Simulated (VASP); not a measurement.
A run of VASP 6.6.1 is set up as follows.

The input POSCAR:

```
Zn3P
1.0
    3.9755180000      0.0000000000      0.0000000000
    0.0000000000      3.9755180000      0.0000000000
    0.0000000000      0.0000000000      3.9755180000
Zn P
3 1
Direct
    0.5000000000      0.5000000000      0.0000000000
    0.5000000000      0.0000000000      0.5000000000
    0.0000000000      0.5000000000      0.5000000000
    0.0000000000      0.0000000000      0.0000000000
```

File INCAR.step1:

```
  ALGO = Normal
  EDIFF = 1E-5
  ENCUT = 520
  GGA = PE
  ISIF = 2
  ISMEAR = -1
  LASPH = T
  LREAL = F
  LWAVE = T
  NBANDS = 28
  NELM = 100
  PREC = Accurate
  SIGMA = 0.05
```

File INCAR.step2:

```
  AEXX = 0.1
  ALGO = Normal
  EDIFF = 1E-7
  ENCUT = 520
  ISIF = 2
  ISMEAR = -1
  ISTART = 1
  LASPH = T
  LCHARG = T
  LELF = T
  LHFCALC = T
  LMIXTAU = T
  LREAL = F
  LVHAR = T
  LWAVE = F
  METAGGA = R2SCAN
  NBANDS = 28
  NELM = 100
  PREC = Accurate
  PRECFOCK = Normal
  SIGMA = 0.05
```

The input KPOINTS:

```
k-points
0
Gamma
  4 4 4
```

Potentials or basis: VASP PAW PBE potentials, release 64 (Zn, P).

Launch:

```sh
$ cat potpaw_PBE.64/Zn/POTCAR potpaw_PBE.64/P/POTCAR > POTCAR
$ cp INCAR.step1 INCAR
$ mpirun -np 1 vasp_std > vasp.out
$ cp INCAR.step2 INCAR
$ mpirun -np 1 vasp_std > vasp.out
```

(1) What does it give for the pressure?

(2) Estimate the band gap on the k mesh.

Answers

(1) -3.3 GPa.

(2) zero (an odd number of electrons rules out a gap without spin polarisation).

Caveat: the k points lie up to 0.40 Å⁻¹ apart, too coarse for converged energies and pressures of a metal; the PAW data sets were made with another functional, which shifts forces and pressure a little.
